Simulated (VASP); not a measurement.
Write the native input for VASP 6.6.1 that does the following.

```yaml
Task: single point
Functional: PBE
Potentials_or_basis: VASP PAW PBE potentials, release 64 (Sn_d, Cl)
Cutoff: 520 eV
k_mesh: 12 × 12 × 4
Occupations: gaussian, width 0.1 eV
Spin: no spin polarisation
Dipole_correction: no
Further_INCAR_settings: ALGO = Normal; EDIFF = 1e-06; NBANDS = 36
```

The structure of Sn3Cl2 lies in POSCAR:

```
Sn3Cl2
1.0
    4.5470088561      0.0000000000      0.0000000000
   -2.2735044281      3.9378251806      0.0000000000
    0.0000000000      0.0000000000     11.6992897032
Sn Cl
3 2
Direct
    0.0000000000      0.0000000000      0.0000000000
    0.3333333333      0.6666666667      0.5397870743
    0.6666666667      0.3333333333      0.4602129257
    0.3333333333      0.6666666667      0.1135677597
    0.6666666667      0.3333333333      0.8864322403
```

The input as run:

INCAR

```
SYSTEM = Sn3Cl2
PREC     = Accurate       ! precision mode
ENCUT    = 520            ! plane-wave cutoff, eV
EDIFF    = 1E-6           ! SCF threshold, eV
ISMEAR   = 0              ! smearing method
SIGMA    = 0.1            ! smearing width, eV
LREAL    = .FALSE.        ! projectors in reciprocal space
LASPH    = .TRUE.         ! aspherical terms in the spheres
NELM     = 100            ! most SCF steps
ALGO     = Normal         ! electronic algorithm
ISIF     = 2              ! what is computed and relaxed
LWAVE    = .FALSE.        ! write WAVECAR
LCHARG   = .FALSE.        ! write CHGCAR
GGA      = PE             ! functional
NBANDS   = 36             ! bands
```

KPOINTS

```
Automatic mesh
0
G
  12 12 4
  0 0 0
```

Potentials or basis: VASP PAW PBE potentials, release 64 (Sn_d, Cl).

The run is started by

```bash
$ cat potpaw_PBE.64/Sn_d/POTCAR potpaw_PBE.64/Cl/POTCAR > POTCAR
$ mpirun -np 1 vasp_std > vasp.out
```

Results of the run:

```yaml
Pressure: 0.0 GPa
Band_gap_on_the_k_mesh: zero (bands 28 and 29 overlap by 0.05 eV)
```

Caveat: spin-orbit coupling is left out, which moves the levels of the heavy elements.

Run time: 15 min on 1 thread of Intel Xeon 8259CL, on a shared host, peak memory 0.6 GiB.
